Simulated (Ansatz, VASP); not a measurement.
**Two plane-wave programs on EuAgS2**

The input INCAR:

```
SYSTEM = EuAgS2
  PREC = Accurate
  ENCUT = 520
  EDIFF = 1E-7
  ISMEAR = -1
  SIGMA = 0.05
  LREAL = .False.
  LASPH = .True.
  NELM = 150
  ALGO = Normal
  ISIF = 2
  LWAVE = .False.
  LCHARG = .False.
  ISPIN = 2
  MAGMOM = 0 8.5 0 0
  LORBIT = 11
  LMAXMIX = 6
  GGA = PE
  NBANDS = 32
```

The input KPOINTS:

```
regular mesh
0
Gamma
  8 8 8
  0 0 0
```

POSCAR

```
EuAgS2
1.0
    2.0238912200      1.1684941400      7.3474974300
   -2.0238912200      1.1684941400      7.3474974300
    0.0000000000     -2.3369882800      7.3474974300
Ag Eu S
1 1 2
Direct
    0.5000000000      0.5000000000      0.5000000000
    0.0000000000      0.0000000000      0.0000000000
    0.2667000000      0.2667000000      0.2667000000
    0.7333000000      0.7333000000      0.7333000000
```

input.yaml

```yaml
crystal:
  lattice:
    - [2.02389122, 1.16849414, 7.34749743]
    - [-2.02389122, 1.16849414, 7.34749743]
    - [0.0, -2.33698828, 7.34749743]
  atoms:
    - { symbol: Ag, position: [0.5, 0.5, 0.5] }
    - { symbol: Eu, position: [0.0, 0.0, 0.0], spin: 8.5 }
    - { symbol: S, position: [0.2667, 0.2667, 0.2667] }
    - { symbol: S, position: [0.7333, 0.7333, 0.7333] }
hamiltonian:
  xc: pbe
  pseudopotentials: { kind: paw }
magnetization:
  spin_polarized: true
kpoints:
  mp_grid: { grid: [8, 8, 8] }
scf:
  occupations: { method: fermi_dirac, width: 0.05 }
output:
  forces: true
  stress: true
  eigenvalues: true
```

Alike in both runs: task single point; functional PBE; k mesh 8 × 8 × 8; occupations fermi-dirac, width 0.05 eV; collinear spin.

|  | VASP | Ansatz |
| --- | --- | --- |
| version | VASP 6.6.1 | Ansatz 0.2.0 |
| potentials or method | VASP PAW PBE potentials, release 64 (Ag, Eu, S) | Ansatz PAW |
| plane-wave cutoff (eV) | 520 | 420 |
| valence electrons in the cell | 40 | 48 |

Ansatz gave:

* gap on the k mesh at the Fermi level (eV): none
* pressure (GPa): -1.3
* traceless stress, the component that is largest in VASP (GPa): -3.86
* rms of the force components (eV/Å): 0.452
* net moment per atom (μB): 1.50
* size of the moment on the site where the two differ most (μB): 6.29

What did VASP give for the same quantities?

gap on the k mesh at the Fermi level (eV): none; pressure (GPa): -1.3; traceless stress, the component that is largest in VASP (GPa): -3.86; rms of the force components (eV/Å): 0.457; net moment per atom (μB): 1.50; size of the moment on the site where the two differ most (μB): 6.21.

Site moments also hang on the region over which each program counts them. Atom by atom the forces differ by 0.004 eV/Å (rms over components). A gap of «none» marks a metal or a gap that the smearing closes. VASP's potentials hold 40 valence electrons a cell and Ansatz's 48, so a difference there can come from the potentials and not from the codes.

Spin-orbit coupling is off throughout.
